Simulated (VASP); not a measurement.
# TaH5 (F-43m) in VASP: further runs, part 3 of 3

VASP 6.6.1. The steps go on from the part before.

### Step 6. Relaxation of cell and atoms, PBE

INCAR reads:

```
SYSTEM = TaH5
PREC     = Accurate       ! precision mode
ENCUT    = 600            ! plane-wave cutoff, eV
EDIFF    = 1E-6           ! SCF threshold, eV
ISMEAR   = 0              ! smearing method
SIGMA    = 0.1            ! smearing width, eV
LREAL    = .False.        ! projectors in reciprocal space
LASPH    = .True.         ! aspherical terms in the spheres
NELM     = 60             ! most SCF steps
ALGO     = Normal         ! electronic algorithm
ISIF     = 3              ! what is computed and relaxed
LWAVE    = .False.        ! write WAVECAR
LCHARG   = .False.        ! write CHGCAR
GGA      = PE             ! functional
IBRION   = 2              ! ionic algorithm
NSW      = 100            ! ionic steps
EDIFFG   = -0.01          ! ionic threshold
```

KPOINTS reads:

```
regular mesh
0
Gamma
  14 14 14
  0 0 0
```

POSCAR reads:

```
TaH5
1.0
    0.0000000000      2.4858384538      2.4858384538
    2.4858384538      0.0000000000      2.4858384538
    2.4858384538      2.4858384538      0.0000000000
Ta H
1 5
Direct
    0.0000000000      0.0000000000      0.0000000000
    0.2500000000      0.2500000000      0.2500000000
    0.6251603737      0.6251603737      0.6251603737
    0.1245188788      0.6251603737      0.6251603737
    0.6251603737      0.6251603737      0.1245188788
    0.6251603737      0.1245188788      0.6251603737
```

Potentials or basis: VASP PAW PBE potentials, release 64 (Ta_pv, H).

Run with:

```
> cat potpaw_PBE.64/Ta_pv/POTCAR potpaw_PBE.64/H/POTCAR > POTCAR
> mpirun -np 1 vasp_std > vasp.out
```

OUTCAR:

```text
SYSTEM = TaH5
   PREC = Accurate
   ENCUT = 600
   EDIFF = 1E-6
   ISMEAR = 0
   LREAL = .False.
   LASPH = .True.
   NELM = 60
   ISIF = 3
   GGA = PE
   IBRION = 2
   NSW = 100
   EDIFFG = -0.01

 ion  position               nearest neighbor table
   1  0.000  0.000  0.000-   5 2.06   6 2.06   4 2.06   5 2.06   4 2.06   6 2.06   3 2.06   3 2.06
                             3 2.06   4 2.06   5 2.06   6 2.06   2 2.15   2 2.15   2 2.15   2 2.15
   2  0.250  0.250  0.250-   1 2.15   1 2.15   1 2.15   1 2.15
   3  0.625  0.625  0.625-   1 2.06   1 2.06   1 2.06
   4  0.125  0.625  0.625-   1 2.06   1 2.06   1 2.06
   5  0.625  0.625  0.125-   1 2.06   1 2.06   1 2.06
   6  0.625  0.125  0.625-   1 2.06   1 2.06   1 2.06

  LATTYP: Found a face centered cubic cell.
 ALAT       =     4.9716769076

  Lattice vectors:

 A1 = (   0.0000000000,   2.4858384538,   2.4858384538)
 A2 = (   2.4858384538,   0.0000000000,   2.4858384538)
 A3 = (   2.4858384538,   2.4858384538,   0.0000000000)

Analysis of symmetry for initial positions (statically):
=====================================================================
 Subroutine PRICEL returns:
 Original cell was already a primitive cell.

 Routine SETGRP: Setting up the symmetry group for a
 face centered cubic supercell.

[... 184 lines left out ...]
  in kB        3.3286334      3.3286334      3.3286334      0.0000000      0.0000000      0.0000000
  external PRESSURE =       3.3286334 kB  Pullay stress =       0.0000000 kB
[... 107 lines left out ...]
--------------------------------------- Ionic step        4  -------------------------------------------

 number of electron      16.0000001 magnetization

 Free energy of the ion-electron system (eV)
  ---------------------------------------------------
  ext. energy  EPLUGINS =         0.00000000
  ---------------------------------------------------
  free energy    TOTEN  =       -26.32196594 eV

  energy without entropy =      -26.31862421  energy(sigma->0) =      -26.32029508

 E-fermi :   5.1081     XC(G=0): -12.1266

 val. band max:        5.0566678635   @ k =  -0.4286   0.1429   0.0000
 cond. band min:       5.1149828695   @ k =  -0.2857   0.1429   0.0000
 fundamental gap:      0.0583150060
 Fermi energy:         5.1080607490

 k-point     1 :       0.0000    0.0000    0.0000
  band No.  band energies     occupation
      1     -30.1491      2.00000
      2     -30.1491      2.00000
      3     -30.1491      2.00000
      4      -8.3256      2.00000
      5       2.3210      2.00000
      6       2.3210      2.00000
      7       2.3210      2.00000
      8       4.2656      2.00000
      9       5.5066      0.00000
     10       5.5066      0.00000
     11       8.6978      0.00000
     12       8.6978      0.00000
[... 331 lines left out ...]
 k-point    24 :       0.2857    0.1429    0.0000
  band No.  band energies     occupation
      1     -30.2710      2.00000
      2     -30.1811      2.00000
      3     -30.1785      2.00000
      4      -6.7368      2.00000
      5      -0.5675      2.00000
      6       1.2604      2.00000
      7       2.4501      2.00000
      8       3.5475      2.00000
      9       5.9957      0.00000
     10       7.0103      0.00000
     11       9.6969      0.00000
     12      10.0130      0.00000

 [... further k-points ...]
[... 5 lines left out ...]
  --------------------------------------------------------------------------------------
  -------------------------------------------------------------------------------------
  Total       -0.0040294     -0.0040294     -0.0040294     -0.0000000     -0.0000000      0.0000000
  in kB       -0.2096209     -0.2096209     -0.2096209     -0.0000000     -0.0000000      0.0000000
  external PRESSURE =      -0.2096209 kB  Pullay stress =       0.0000000 kB
[... 21 lines left out ...]
  FREE ENERGIE OF THE ION-ELECTRON SYSTEM (eV)
  ---------------------------------------------------
  free  energy   TOTEN  =       -26.3219659374 eV

  energy  without entropy=      -26.3186242143  energy(sigma->0) =      -26.32029508

 reached required accuracy - stopping structural energy minimisation
```

Wall time 2.6 min (1 thread of Intel Xeon 8259CL, shared host); peak memory 0.2 GiB.

What came out:

```yaml
Free_energy: -26.3220 eV
Relaxed_volume: 5.13 Å³/atom
Relaxed_cell: a = 3.518 Å, b = 3.518 Å, c = 3.518 Å, α = 60.00°, β = 60.00°, γ = 60.00°
Space_group_after_relaxing_to_0.1_Å: F-43m (No. 216)
Energy_gained_by_relaxing: 0.1 meV/atom
Ionic_steps: 4
Pressure_after_relaxing: 0.0 GPa
Largest_force_after_relaxing: 0.004 eV/Å
Band_gap_on_the_k_mesh: zero (bands 8 and 9 overlap by 0.74 eV)
```

Forces on the atoms (eV/Å):
```
Ta   0.000  0.000  0.000
H    0.000  0.000  0.000
H    0.002  0.002  0.002
H    0.002 -0.002 -0.002
H   -0.002 -0.002  0.002
H   -0.002  0.002 -0.002
```

The path:
```csv
step,energy change (eV),largest force (eV/Å),pressure (GPa),volume (Å³)
1,0.0000,0.0381,0.33,30.72
2,-0.0003,0.0277,0.05,30.77
3,-0.0005,0.0137,-0.28,30.83
4,-0.0005,0.0037,-0.02,30.80
```

Final structure:
```yaml
crystal:
  lattice:
    - [0.00000, 2.48787, 2.48787]
    - [2.48787, 0.00000, 2.48787]
    - [2.48787, 2.48787, 0.00000]
  atoms:
    - { symbol: Ta, position: [0.00000, 0.00000, 0.00000] }
    - { symbol: H, position: [0.25000, 0.25000, 0.25000] }
    - { symbol: H, position: [0.62583, 0.62583, 0.62583] }
    - { symbol: H, position: [0.12252, 0.62583, 0.62583] }
    - { symbol: H, position: [0.62583, 0.62583, 0.12252] }
    - { symbol: H, position: [0.62583, 0.12252, 0.62583] }
```

Levels at points of the mesh, in eV from the Fermi level:
```tsv
k point	band 4	band 5	band 6	band 7	band 8	band 9	band 10	band 11	band 12
(0.00, 0.00, 0.00)	-13.43	-2.79	-2.79	-2.79	-0.84	0.40	0.40	3.59	3.59
(0.50, 0.00, 0.00)	-9.48	-8.43	-3.59	-3.59	-0.64	1.82	1.82	3.13	5.70
(0.50, 0.50, 0.00)	-8.83	-7.61	-6.36	-0.84	-0.84	1.83	2.39	2.39	3.33
```

Caveat: spin-orbit coupling is left out, which moves the levels of the heavy elements.

### Step 7. Overview

```csv
task,cell,k mesh,cutoff (eV),gap on the mesh (eV),pressure (GPa),relaxed volume (Å³/atom)
single point,"a = 3.516 Å, angles 60.0°, 6 atoms",6 × 6 × 6,520,none,-0.1,-
single point,"a = 4.287 Å, angles 60.0°, 6 atoms",6 × 6 × 6,520,none,-33.9,-
relaxation of cell and atoms,"relaxed from a = 4.287 Å, angles 60.0°, 6 atoms",6 × 6 × 6,600,none,-0.5,5.14
single point,"a = 3.517 Å, angles 60.0°, 6 atoms",14 × 14 × 14,520,none,0.0,-
relaxation of cell and atoms,"relaxed from a = 3.516 Å, angles 60.0°, 6 atoms",14 × 14 × 14,600,none,0.0,5.13
```

Some of these runs hold the atoms at other places in the same cell, which the table doesn't show; runs alike in all that it shows share one row.

Alike in all rows: level PBE; potentials or basis VASP PAW PBE potentials, release 64 (Ta_pv, H); no spin polarisation; smearing gaussian 0.1 eV.

Caveats: some runs use coarse meshes; spin-orbit coupling is left out, which moves the levels of the heavy elements; the cell stands under tension (at least some runs); the volume moved by over 15 % at a fixed basis, so the end points are rough (at least some runs).

Total energies depend on the potentials used, so only differences within one code and one set of settings carry meaning.
